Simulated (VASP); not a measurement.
# Mo (P6_3/mmc) in VASP: single point with PBE

Aim: the single point of Mo with PBE.

Everything below comes from runs of VASP 6.6.1. Logs are shortened: lines on timing, memory, paths and dates and some standing lists are left out, and cuts for length are marked.

## (1) The cell of the first run

The structure is hexagonal, space group P6_3/mmc (No. 194). Conventional cell: a = 2.756 Å, b = 2.756 Å, c = 4.902 Å, α = 90.00°, β = 90.00°, γ = 120.00°. Within 3.6 Å of Mo (site symmetry -6m2) lie 12 Mo at 2.76 to 2.92 Å.

This isn't the form of Mo at room conditions, which is bcc.

## (2) Single point, PBE, non-collinear spin, zero start, spin-orbit coupling

The input, INCAR:

```
SYSTEM = Mo
PREC = Accurate
ENCUT = 520
EDIFF = 1E-7
ISMEAR = 0
SIGMA = 0.05
LREAL = .FALSE.
LASPH = .TRUE.
NELM = 150
ALGO = Normal
ISIF = 2
LWAVE = .FALSE.
LCHARG = .TRUE.
MAGMOM = 0 0 0 0 0 0
LORBIT = 11
LSORBIT = .TRUE.
GGA_COMPAT = .FALSE.
LORBMOM = .TRUE.
LMAXMIX = 4
GGA = PE
LVHAR = .TRUE.
NBANDS = 40
```

The input, KPOINTS:

```
regular mesh
0
G
  18 18 8
  0 0 0
```

The input, POSCAR:

```
Mo
1.0
    2.7556614795      0.0000000000      0.0000000000
   -1.3778307398      2.3864728454      0.0000000000
    0.0000000000      0.0000000000      4.9020847268
Mo
2
Direct
    0.3333333333      0.6666666667      0.7500000000
    0.6666666667      0.3333333333      0.2500000000
```

Potentials or basis: VASP PAW PBE potentials, release 64 (Mo_sv).

Command:

```console
cat potpaw_PBE.64/Mo_sv/POTCAR > POTCAR
mpirun -np 1 vasp_ncl > vasp.out
```

OUTCAR:

```text
SYSTEM = Mo
   PREC = Accurate
   ENCUT = 520
   EDIFF = 1E-7
   ISMEAR = 0
   LREAL = .FALSE.
   LASPH = .TRUE.
   NELM = 150
   ISIF = 2
   LORBIT = 11
   LSORBIT = .TRUE.
   GGA = PE

 ion  position               nearest neighbor table
   1  0.333  0.667  0.750-   2 2.92   2 2.92   2 2.92   2 2.92   2 2.92   2 2.92
   2  0.667  0.333  0.250-   1 2.92   1 2.92   1 2.92   1 2.92   1 2.92   1 2.92

  LATTYP: Found a hexagonal cell.
 ALAT       =     2.7556614795
 C/A-ratio  =     1.7789139788

  Lattice vectors:

 A1 = (   2.7556614795,   0.0000000000,   0.0000000000)
 A2 = (  -1.3778307398,   2.3864728454,   0.0000000000)
 A3 = (   0.0000000000,   0.0000000000,   4.9020847268)

Analysis of symmetry for initial positions (statically):
=====================================================================
 Subroutine PRICEL returns:
 Original cell was already a primitive cell.

 Routine SETGRP: Setting up the symmetry group for a
 hexagonal supercell.

 Subroutine GETGRP returns: Found 24 space group operations
 (whereof 12 operations were pure point group operations)
 out of a pool of 24 trial point group operations.

The static configuration has the point symmetry D_3d.
 The point group associated with its full space group is D_6h.

Analysis of symmetry for dynamics (positions and initial velocities):
=====================================================================
 Subroutine PRICEL returns:
 Original cell was already a primitive cell.

 Routine SETGRP: Setting up the symmetry group for a
 hexagonal supercell.

 Subroutine GETGRP returns: Found 24 space group operations
 (whereof 12 operations were pure point group operations)
 out of a pool of 24 trial point group operations.

The dynamic configuration has the point symmetry D_3d.
 The point group associated with its full space group is D_6h.

Analysis of structural, dynamic, and magnetic symmetry:
=====================================================================
 Subroutine PRICEL returns:
 Original cell was already a primitive cell.

 Routine SETGRP: Setting up the symmetry group for a
 hexagonal supercell.

 Subroutine GETGRP returns: Found 24 space group operations
 (whereof 12 operations were pure point group operations)
 out of a pool of 24 trial point group operations.

The overall configuration has the point symmetry D_3d.
 The point group associated with its full space group is D_6h.

 Subroutine INISYM returns: Found 24 space group operations
 (whereof 12 operations are pure point group operations),
 and found     1 'primitive' translations

----------------------------------------------------------------------------------------

                                     Primitive cell

  volume of cell :      32.2376

  direct lattice vectors                    reciprocal lattice vectors
     2.755661480  0.000000000  0.000000000     0.362889276  0.209514221  0.000000000
    -1.377830740  2.386472845  0.000000000     0.000000000  0.419028443  0.000000000
     0.000000000  0.000000000  4.902084727     0.000000000  0.000000000  0.203994842

  length of vectors
     2.755661480  2.755661479  4.902084727     0.419028443  0.419028443  0.203994842

  position of ions in fractional coordinates (direct lattice)
     0.333333333  0.666666667  0.750000000
     0.666666667  0.333333333  0.250000000

  ion indices of the primitive-cell ions
   primitive index   ion index
                 1           1
                 2           2

----------------------------------------------------------------------------------------

 KPOINTS: regular mesh

Automatic generation of k-mesh.
 Grid dimensions read from file:
 generate k-points for:   18   18    8

 Generating k-lattice:

[... 96 lines left out ...]
   NGX = 11   NGY = 11   NGZ = 19

 number of electron      27.9999994 magnetization      -0.0000000      0.0000000      0.0000000

 number of electron      27.9999994 magnetization       0.0000000      0.0000000      0.0000000

 number of electron      27.9999994 magnetization      -0.0000000     -0.0000000      0.0000000

 Free energy of the ion-electron system (eV)
  ---------------------------------------------------
  ext. energy  EPLUGINS =         0.00000000
  ---------------------------------------------------
  free energy    TOTEN  =       -21.21010734 eV

  energy without entropy =      -21.20643983  energy(sigma->0) =      -21.20827358

 E-fermi :  11.8231     XC(G=0): -13.1948

 val. band max:       11.8227852965   @ k =   0.3333   0.0556   0.1250
 cond. band min:      11.8241628716   @ k =   0.3333   0.1111   0.5000
 fundamental gap:      0.0013775750
 Fermi energy:        11.8231412086

 k-point     1 :       0.0000    0.0000    0.0000
  band No.  band energies     occupation
      1     -49.0458      1.00000
      2     -49.0458      1.00000
      3     -48.8921      1.00000
      4     -48.8921      1.00000
      5     -24.5770      1.00000
      6     -24.5770      1.00000
[... 1021 lines left out ...]
     39      20.5606      0.00000
     40      20.5606      0.00000

 [... further k-points ...]

------------------------ aborting loop because EDIFF is reached ----------------------------------------

  FORCE on cell =-STRESS in cart. coord.  units (eV):
  Direction    XX          YY          ZZ          XY          YZ          ZX
  --------------------------------------------------------------------------------------
  -------------------------------------------------------------------------------------
  Total        0.1372352      0.1372352      0.0895340     -0.0000000     -0.0000000      0.0000000
  in kB        6.8204493      6.8204493      4.4497474     -0.0000000     -0.0000000      0.0000000
  external PRESSURE =       6.0302153 kB  Pullay stress =       0.0000000 kB

 VOLUME and BASIS-vectors are now :
 -----------------------------------------------------------------------------
  energy-cutoff  :      520.00
  volume of cell :       32.24
      direct lattice vectors                 reciprocal lattice vectors
     2.755661480  0.000000000  0.000000000     0.362889276  0.209514221  0.000000000
    -1.377830740  2.386472845  0.000000000     0.000000000  0.419028443  0.000000000
     0.000000000  0.000000000  4.902084727     0.000000000  0.000000000  0.203994842

 POSITION                                       TOTAL-FORCE (eV/Angst)
 -----------------------------------------------------------------------------------
     -0.00000      1.59098      3.67656        -0.000000      0.000000      0.000000
      1.37783      0.79549      1.22552         0.000000     -0.000000      0.000000
 -----------------------------------------------------------------------------------
    total drift:                               -0.000000      0.000000     -0.000000

  FREE ENERGIE OF THE ION-ELECTRON SYSTEM (eV)
  ---------------------------------------------------
  free  energy   TOTEN  =       -21.2101073378 eV

  energy  without entropy=      -21.2064398258  energy(sigma->0) =      -21.20827358

 orbital moment (x)

 # of ion     p       d       tot
 ----------------------------------------
  1        -0.000  -0.000  -0.000
  2        -0.000  -0.000  -0.000
 ----------------------------------------
           -0.000  -0.000  -0.000

 orbital moment (y)

 # of ion     p       d       tot
 ----------------------------------------
  1         0.000   0.000   0.000
  2         0.000  -0.000  -0.000
 ----------------------------------------
            0.000   0.000   0.000

 orbital moment (z)

 # of ion     p       d       tot
 ----------------------------------------
  1         0.000   0.000   0.000
  2         0.000  -0.000  -0.000
 ----------------------------------------
            0.000   0.000   0.000

 Spin-Orbit-Coupling matrix elements

 Ion:    1  E_soc:     -0.2112744
 l=   1
     0.0000000    -0.0303514    -0.0304620
    -0.0303514     0.0000000    -0.0303514
    -0.0304620    -0.0303514     0.0000000
 l=   2
     0.0000000    -0.0008749     0.0000000    -0.0008749    -0.0040703
    -0.0008749     0.0000000    -0.0030410    -0.0008206    -0.0008749
     0.0000000    -0.0030410     0.0000000    -0.0030410     0.0000000
    -0.0008749    -0.0008206    -0.0030410     0.0000000    -0.0008749
    -0.0040703    -0.0008749     0.0000000    -0.0008749     0.0000000
 l=   3
     0.0000000     0.0000000     0.0000000     0.0000000     0.0000000     0.0000000     0.0000000
     0.0000000     0.0000000     0.0000000     0.0000000     0.0000000     0.0000000     0.0000000
     0.0000000     0.0000000     0.0000000     0.0000000     0.0000000     0.0000000     0.0000000
     0.0000000     0.0000000     0.0000000     0.0000000     0.0000000     0.0000000     0.0000000
     0.0000000     0.0000000     0.0000000     0.0000000     0.0000000     0.0000000     0.0000000
     0.0000000     0.0000000     0.0000000     0.0000000     0.0000000     0.0000000     0.0000000
     0.0000000     0.0000000     0.0000000     0.0000000     0.0000000     0.0000000     0.0000000

 Ion:    2  E_soc:     -0.2112744
 l=   1
     0.0000000    -0.0303514    -0.0304620
    -0.0303514     0.0000000    -0.0303514
    -0.0304620    -0.0303514     0.0000000
 l=   2
     0.0000000    -0.0008749     0.0000000    -0.0008749    -0.0040703
    -0.0008749     0.0000000    -0.0030410    -0.0008206    -0.0008749
     0.0000000    -0.0030410     0.0000000    -0.0030410     0.0000000
    -0.0008749    -0.0008206    -0.0030410     0.0000000    -0.0008749
    -0.0040703    -0.0008749     0.0000000    -0.0008749     0.0000000
 l=   3
     0.0000000     0.0000000     0.0000000     0.0000000     0.0000000     0.0000000     0.0000000
     0.0000000     0.0000000     0.0000000     0.0000000     0.0000000     0.0000000     0.0000000
     0.0000000     0.0000000     0.0000000     0.0000000     0.0000000     0.0000000     0.0000000
     0.0000000     0.0000000     0.0000000     0.0000000     0.0000000     0.0000000     0.0000000
     0.0000000     0.0000000     0.0000000     0.0000000     0.0000000     0.0000000     0.0000000
     0.0000000     0.0000000     0.0000000     0.0000000     0.0000000     0.0000000     0.0000000
     0.0000000     0.0000000     0.0000000     0.0000000     0.0000000     0.0000000     0.0000000

 total charge

# of ion       s       p       d       tot
------------------------------------------
    1        2.382   6.181   3.915  12.478
    2        2.382   6.181   3.915  12.478
--------------------------------------------------
tot          4.765  12.362   7.831  24.957

 magnetization (x)

# of ion       s       p       d       tot
------------------------------------------
    1        0.000   0.000   0.000   0.000
    2        0.000   0.000   0.000   0.000
--------------------------------------------------
tot          0.000   0.000   0.000   0.000

 magnetization (y)

# of ion       s       p       d       tot
------------------------------------------
    1        0.000   0.000   0.000   0.000
    2        0.000   0.000   0.000   0.000
--------------------------------------------------
tot          0.000   0.000   0.000   0.000

 magnetization (z)

# of ion       s       p       d       tot
------------------------------------------
    1        0.000   0.000   0.000   0.000
    2        0.000   0.000   0.000   0.000
--------------------------------------------------
tot          0.000   0.000   0.000   0.000
```

Wall time 3.2 min (1 thread of AMD EPYC 9R45 (Zen 5), shared host); peak memory 0.4 GiB.

Results:

| Quantity | Value |
| --- | --- |
| Free energy | -21.2101 eV |
| Pressure | 0.6 GPa |
| Net moment | 0.00 μB per cell |
| Valence electrons inside the program's atomic spheres | Mo 12.48 |

Moments on the atoms (μB; x, y, z):
```
Mo  0.00 0.00 0.00
Mo  0.00 0.00 0.00
```
